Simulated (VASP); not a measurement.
Here is a VASP 6.6.1 calculation.

Contents of INCAR:

```
PREC     = Accurate       # precision mode
ENCUT    = 520            # plane-wave cutoff, eV
EDIFF    = 1E-6           # SCF threshold, eV
ISMEAR   = 0              # smearing method
SIGMA    = 0.1            # smearing width, eV
LREAL    = F              # projectors in reciprocal space
LASPH    = T              # aspherical terms in the spheres
NELM     = 100            # most SCF steps
ALGO     = Fast           # electronic algorithm
ISIF     = 2              # what is computed and relaxed
LWAVE    = F              # write WAVECAR
LCHARG   = T              # write CHGCAR
GGA      = PS             # functional
LELF     = T              # ELF
LVHAR    = T            
NBANDS   = 48             # bands
```

Contents of KPOINTS:

```
Automatic mesh
0
Gamma
  12 12 4
```

The input POSCAR:

```
Al3Ru2
1.0
    3.1194632402      0.0000000000      0.0000000000
    0.0000000000      3.1194632402      0.0000000000
    0.0000000000      0.0000000000     14.1233997014
Al Ru
6 4
Direct
    0.0000000000      0.0000000000      0.0000000000
    0.5000000000      0.5000000000      0.3062567814
    0.0000000000      0.0000000000      0.1937432186
    0.5000000000      0.5000000000      0.5000000000
    0.0000000000      0.0000000000      0.8062567814
    0.5000000000      0.5000000000      0.6937432186
    0.5000000000      0.5000000000      0.1056584131
    0.0000000000      0.0000000000      0.3943415869
    0.0000000000      0.0000000000      0.6056584131
    0.5000000000      0.5000000000      0.8943415869
```

Potentials or basis: VASP PAW PBE potentials, release 64 (Al, Ru_pv).

Run with:

```console
$ cat potpaw_PBE.64/Al/POTCAR potpaw_PBE.64/Ru_pv/POTCAR > POTCAR
$ mpirun -np 1 vasp_std > vasp.out
```

(1) Estimate the largest force.

(2) What does it give for the band gap on the k mesh?

(3) What does it give for the pressure?

Answers

(1) 0.116 eV/Å.

(2) zero (band 37 reaches 11.35 eV, above the bottom of band 38 at 9.54 eV).

(3) -3.7 GPa.

Caveat: the cell differs from its parent crystal (biaxial strain in the a-b plane: +1.5 %); the PAW data sets were made with another functional, which shifts forces and pressure a little.
